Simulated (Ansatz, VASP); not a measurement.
# Two plane-wave programs on Sn3GeSe

The input INCAR:

```
PREC     = Accurate       # precision mode
ENCUT    = 520            # plane-wave cutoff, eV
EDIFF    = 1E-6           # SCF threshold, eV
ISMEAR   = 0              # smearing method
SIGMA    = 0.1            # smearing width, eV
LREAL    = False          # projectors in reciprocal space
LASPH    = True           # aspherical terms in the spheres
NELM     = 60             # most SCF steps
ALGO     = Normal         # electronic algorithm
ISIF     = 2              # what is computed and relaxed
LWAVE    = False          # write WAVECAR
LCHARG   = False          # write CHGCAR
GGA      = PE             # functional
NBANDS   = 39             # bands
```

File KPOINTS:

```
regular mesh
0
Gamma
  4 4 4
```

Contents of POSCAR:

```
Sn3GeSe
1.0
    4.9754073300      0.0000000000      0.0000000000
    0.0000000000      4.9754073300      0.0000000000
    0.0000000000      0.0000000000      5.5454612300
Sn Ge Se
3 1 1
Direct
    0.0000000000      0.0000000000      0.9330971900
    0.5000000000      0.0000000000      0.7382687500
    0.0000000000      0.5000000000      0.7382687500
    0.5000000000      0.5000000000      0.3383879900
    0.5000000000      0.5000000000      0.9576786100
```

Input for Ansatz:

```yaml
crystal:
  lattice:
    - [4.97540733, 0.0, 0.0]
    - [0.0, 4.97540733, 0.0]
    - [0.0, 0.0, 5.54546123]
  atoms:
    - { symbol: Sn, position: [0.0, 0.0, 0.93309719] }
    - { symbol: Sn, position: [0.5, 0.0, 0.73826875] }
    - { symbol: Sn, position: [0.0, 0.5, 0.73826875] }
    - { symbol: Ge, position: [0.5, 0.5, 0.33838799] }
    - { symbol: Se, position: [0.5, 0.5, 0.95767861] }
basis:
  ecutwfc: 420
kpoints:
  mp_grid: { grid: [4, 4, 4] }
hamiltonian:
  xc: pbe
scf:
  occupations: { method: gaussian, width: 0.1 }
  lower_state_search: "off"
output:
  forces: true
  stress: true
  eigenvalues: true
```

Alike in both runs: task single point; functional PBE; k mesh 4 × 4 × 4; occupations gaussian, width 0.1 eV; no spin polarisation.

|  | VASP | Ansatz |
| --- | --- | --- |
| version | VASP 6.6.1 | Ansatz 0.2.0 |
| potentials or method | VASP PAW PBE potentials, release 64 (Sn_d, Ge_d, Se), cutoff 520 eV | scalar-relativistic, plane waves, PAW |
| valence electrons in the cell | 62 | 72 |

VASP gave:

| Property | Result |
| --- | --- |
| gap on the k mesh at the Fermi level (eV) | none |
| pressure (GPa) | 14.6 |
| traceless stress, the component that is largest in VASP (GPa) | -1.18 |
| rms of the force components (eV/Å) | 2.093 |

Q: Estimate Ansatz's values.

A: gap on the k mesh at the Fermi level (eV): none; pressure (GPa): 14.7; traceless stress, the component that is largest in VASP (GPa): -1.20; rms of the force components (eV/Å): 2.089.

Atom by atom the forces differ by 0.005 eV/Å (rms over components). A gap of «none» marks a metal or a gap that the smearing closes. The functional is the same, so the differences come from potentials, cutoffs and numerics. VASP's potentials hold 62 valence electrons a cell and Ansatz's 72, so a difference there can come from the potentials and not from the codes.
